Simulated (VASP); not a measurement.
Write the native input for VASP 6.6.1 that does the following.

* Task: single point
* Functional: PBE
* Potentials or basis: VASP PAW PBE potentials, release 64 (Sn_d, Te)
* Cutoff: 520 eV
* k mesh: 10 × 10 × 10
* Occupations: gaussian, width 0.03 eV
* Spin: no spin polarisation
* Dipole correction: no
* Further INCAR settings: ALGO = Normal; EDIFF = 1e-07; NBANDS = 17

The structure of SnTe lies in POSCAR:

```
SnTe
1.0
    1.6702104735      4.1755261838      4.1755261838
    4.1755261838      1.6702104735      4.1755261838
    4.1755261838      4.1755261838      1.6702104735
Sn Te
1 1
Direct
    0.0000000000      0.0000000000      0.0000000000
    0.5000000000      0.5000000000      0.5000000000
```

This cell differs from its parent crystal: ratio of the length along [111] to the lengths across it x 2.0, volume and fractional coordinates fixed.

The input as run:

INCAR

```
SYSTEM = SnTe
  PREC = Accurate
  ENCUT = 520
  EDIFF = 1E-7
  ISMEAR = 0
  SIGMA = 0.03
  LREAL = .False.
  LASPH = .True.
  NELM = 60
  ALGO = Normal
  ISIF = 2
  LWAVE = .False.
  LCHARG = .False.
  GGA = PE
  NBANDS = 17
```

KPOINTS

```
regular mesh
0
Gamma
  10 10 10
  0 0 0
```

Potentials or basis: VASP PAW PBE potentials, release 64 (Sn_d, Te).

Run with:

```console
$ cat potpaw_PBE.64/Sn_d/POTCAR potpaw_PBE.64/Te/POTCAR > POTCAR
$ mpirun -np 1 vasp_std > vasp.out
```

Results of the run:

```
Pressure               : -3.1 GPa
Band gap on the k mesh : zero (band 10 reaches 8.51 eV, above the bottom of band 11 at 4.85 eV)
```

Caveat: spin-orbit coupling is left out, which moves the levels of the heavy elements.

Run time: 3.6 min on 1 thread of Intel(R) Xeon(R) Platinum 8259CL CPU @ 2.50GHz (Skylake/Cascade Lake) (shared host), peak memory 0.39 GiB.
